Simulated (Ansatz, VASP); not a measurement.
# One calculation of Zn, two programs

Contents of INCAR:

```
  PREC = Accurate
  ENCUT = 520
  EDIFF = 1E-6
  ISMEAR = 0
  SIGMA = 0.15
  LREAL = False
  LASPH = True
  NELM = 80
  ALGO = Fast
  ISIF = 2
  LWAVE = False
  LCHARG = False
  GGA = PE
  NBANDS = 12
```

File KPOINTS:

```
Automatic mesh
0
Gamma
  20 20 20
```

The input POSCAR:

```
Zn
1.0
   -0.0458673236      1.9643393415      1.8268355876
    1.9643393415     -0.0458673236      1.8268355876
    1.9184720179      1.9184720179      0.0000000000
Zn
1
Direct
    0.0000000000      0.0000000000      0.0000000000
```

Input for Ansatz:

```yaml
crystal:
  lattice:
    - [-0.0458673236, 1.9643393415, 1.8268355876]
    - [1.9643393415, -0.0458673236, 1.8268355876]
    - [1.9184720179, 1.9184720179, 0.0]
  atoms:
    - { symbol: Zn, position: [0.0, 0.0, 0.0] }
basis:
  ecutwfc: 520.0
kpoints:
  mp_grid: { grid: [20, 20, 20] }
hamiltonian:
  xc: pbe
scf:
  occupations: { method: gaussian, width: 0.15 }
output:
  forces: true
  stress: true
  eigenvalues: true
```

Change from the starting cell: engineering shear strain xy -0.0467, normal strain along z -0.0700.

Alike in both runs: task single point; functional PBE; k mesh 20 × 20 × 20; occupations gaussian, width 0.15 eV; no spin polarisation.

```csv
,VASP,Ansatz
version,VASP 6.6.1,Ansatz 0.2.0
potentials or method,"VASP PAW PBE potentials, release 64 (Zn), cutoff 520 eV","scalar-relativistic, plane waves, PAW"
valence electrons in the cell,12,12
```

```csv
,VASP,Ansatz,Ansatz less VASP
gap on the k mesh at the Fermi level (eV),none,none,-
pressure (GPa),6.8,6.4,-0.40
"traceless stress, the component that is largest in VASP (GPa)",2.17,2.19,+0.016
```

A gap of «none» marks a metal or a gap that the smearing closes.
